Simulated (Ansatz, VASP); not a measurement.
**Two plane-wave programs on Re**

```
CELL_PARAMETERS angstrom
2.73698 0.00000 0.00000
-1.36849 2.37030 0.00000
0.00000 0.00000 4.41727
ATOMIC_POSITIONS crystal
Re 0.33333 0.66667 0.75000
Re 0.66667 0.33333 0.25000
```

Alike in both runs: functional LDA; k mesh 18 × 18 × 10; occupations gaussian, width 0.05 eV; no spin polarisation.

Ansatz relaxed the structure, and its values are those at the end. VASP's run is a single point on that final structure, the one shown.

|  | VASP | Ansatz |
| --- | --- | --- |
| version | VASP 6.6.1 | Ansatz 0.2.0 |
| potentials or method | VASP PAW LDA potentials, release 64 (Re_sv_GW), cutoff 500 eV | scalar-relativistic, plane waves, PAW |
| valence electrons in the cell | 30 | 30 |

Ansatz gave:

```
pressure (GPa) : 0.0
```

Task: What did VASP give for the same quantities?

Result: Pressure (GPa): -0.9.

LDA's correlation is that of Perdew and Zunger in VASP and of Perdew and Wang (1992) in Ansatz.

Neither program's run includes spin-orbit coupling.
